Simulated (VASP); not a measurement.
Nb, 1 atom in the cell. It takes space group Im-3m (No. 229, cubic). Conventional cell: a = 3.076 Å, b = 3.076 Å, c = 3.076 Å, α = 90.00°, β = 90.00°, γ = 90.00°. Nb (site symmetry m-3m) has 14 Nb at 2.66 to 3.08 Å within 3.5 Å. 

* Program: VASP 6.6.1
* Task: single point
* Functional: PBE
* Potentials or basis: VASP PAW PBE potentials, release 64 (Nb_sv)
* Cutoff: 520 eV
* k mesh: 18 × 18 × 18
* Occupations: fermi-dirac, width 0.05 eV
* Spin: no spin polarisation
* Dipole correction: no
* Further INCAR settings: ALGO = Normal; EDIFF = 1e-07; NBANDS = 12

Potentials or basis: VASP PAW PBE potentials, release 64 (Nb_sv).

Launch:

```console
$ cat potpaw_PBE.64/Nb_sv/POTCAR > POTCAR
$ mpirun -np 1 vasp_std > vasp.out
```

Hardware: 1 thread of Intel(R) Xeon(R) 6975P-C (Granite Rapids) (shared host).

**Question.** Estimate the wall time of this run.

**Answer.** It took 12 s on 1 thread of Intel(R) Xeon(R) 6975P-C (Granite Rapids) (shared host), peak memory 0.14 GiB. Counts: scf iterations 12, k points 195.
